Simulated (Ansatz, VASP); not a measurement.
# SbP5: VASP beside Ansatz

```
Sb P
1.0
     0.00000    3.81884    3.81884
     3.81884    0.00000    3.81884
     3.81884    3.81884    0.00000
Sb P
1 5
Cartesian
  0.0000 0.0000 0.0000
  5.7283 5.7283 5.7283
  3.0051 4.6326 4.6326
  3.0051 3.0051 3.0051
  4.6326 3.0051 4.6326
  4.6326 4.6326 3.0051
```

Change from the starting cell: species swapped into the TbCu5 type (F-43m, No. 216).

Alike in both runs: functional PBE; k mesh 8 × 8 × 8; occupations gaussian, width 0.1 eV; no spin polarisation.

Ansatz relaxed the structure, and its values are those at the end. VASP's run is a single point on that final structure, the one shown.

|  | VASP | Ansatz |
| --- | --- | --- |
| version | VASP 6.6.1 | Ansatz 0.2.0 |
| potentials or method | VASP PAW PBE potentials, release 64 (Sb_d_GW, P), cutoff 500 eV | scalar-relativistic, plane waves, PAW |
| valence electrons in the cell | 40 | 40 |

```tsv
	VASP	Ansatz	Ansatz less VASP
gap on the k mesh at the Fermi level (eV)	none	none	-
pressure (GPa)	-0.2	0.0	+0.22
rms of the force components (eV/Å)	0.041	0.000	-0.0407
```

A gap of «none» marks a metal or a gap that the smearing closes. With one functional, cell and mesh, what is left measures potentials, basis and numerics.

Spin-orbit coupling is off throughout.
